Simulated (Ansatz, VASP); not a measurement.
**One calculation of P, two programs**

```
P
1.0
     1.61411   -5.35348    0.00000
     1.61411    5.35348    0.00000
     0.00000    0.00000    4.45088
P
4
Direct
  0.90414 0.09586 0.58882
  0.09586 0.90414 0.41118
  0.59586 0.40414 0.08882
  0.40414 0.59586 0.91118
```

Alike in both runs: task single point; functional r2SCAN; dispersion rVV10; k mesh 8 × 8 × 6; occupations fermi-dirac, width 0.05 eV; no spin polarisation.

|  | VASP | Ansatz |
| --- | --- | --- |
| version | VASP 6.6.1 | Ansatz 0.2.0 |
| potentials or method | VASP PAW PBE potentials, release 64 (P) | Ansatz PAW |
| plane-wave cutoff (eV) | 520 | 500 |
| valence electrons in the cell | 20 | 20 |

Ansatz gave:

| Property | Result |
| --- | --- |
| gap on the k mesh at the Fermi level (eV) | 0.12 |
| least direct gap on the mesh (eV) | 0.12 |
| pressure (GPa) | 5.6 |
| traceless stress, the component that is largest in VASP (GPa) | 1.58 |
| rms of the force components (eV/Å) | 0.410 |

Problem. What did VASP give for the same quantities?

Solution. gap on the k mesh at the Fermi level (eV): 0.14; least direct gap on the mesh (eV): 0.14; pressure (GPa): 4.9; traceless stress, the component that is largest in VASP (GPa): 1.54; rms of the force components (eV/Å): 0.349.

VASP's potentials were made for PBE, not for r2SCAN. Atom by atom the forces differ by 0.063 eV/Å (rms over components).
